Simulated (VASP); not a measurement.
**SnTe2: single point with PBEsol**

The system is SnTe2.

```
Sn Te
1.0
     2.06194    1.19046    6.17093
    -2.06194    1.19046    6.17093
     0.00000   -2.38092    6.17093
Sn Te
1 2
Direct
  0.00000 0.00000 0.00000
  0.23575 0.23575 0.23575
  0.76425 0.76425 0.76425
```

| Quantity | Value |
| --- | --- |
| Program | VASP 6.6.1 |
| Task | single point |
| Functional | PBEsol |
| Potentials or basis | VASP PAW PBE potentials, release 64 (Sn_d, Te) |
| Cutoff | 520 eV |
| k mesh | 6 × 6 × 6 |
| Occupations | fermi-dirac, width 0.03 eV |
| Spin | no spin polarisation |
| Dipole correction | no |
| Further INCAR settings | ALGO = Normal; EDIFF = 1e-07; NBANDS = 20 |

The pressure is 0.1 GPa and the largest force is 0.019 eV/Å. The band gap on the k mesh is zero (bands 13 and 14 overlap by 0.89 eV).

Forces in eV/Å, atoms in the order of the input:
```
Sn   0.000  0.000  0.000
Te   0.000  0.000 -0.019
Te   0.000  0.000  0.019
```

Levels at points of the mesh, in eV from the Fermi level:
| k point | band 11 | band 12 | band 13 | band 14 | band 15 | band 16 |
| --- | --- | --- | --- | --- | --- | --- |
| (0.00, 0.00, 0.00) | -0.49 | -0.49 | -0.23 | -0.02 | 2.80 | 2.87 |
| (0.50, 0.00, 0.00) | -2.74 | -2.10 | -1.56 | 0.51 | 2.12 | 4.83 |
| (0.50, 0.50, 0.00) | -2.11 | -1.61 | -0.10 | 0.10 | 2.56 | 3.02 |
| (0.50, 0.50, 0.50) | -1.15 | -0.05 | -0.05 | 2.32 | 2.41 | 2.98 |

Wall time 3.5 min on 1 thread of Intel Xeon 8259CL, on a shared host, peak memory 0.36 GiB.

Caveat: the PAW data sets were made with another functional, which shifts forces and pressure a little; spin-orbit coupling is left out, which moves the levels of the heavy elements.
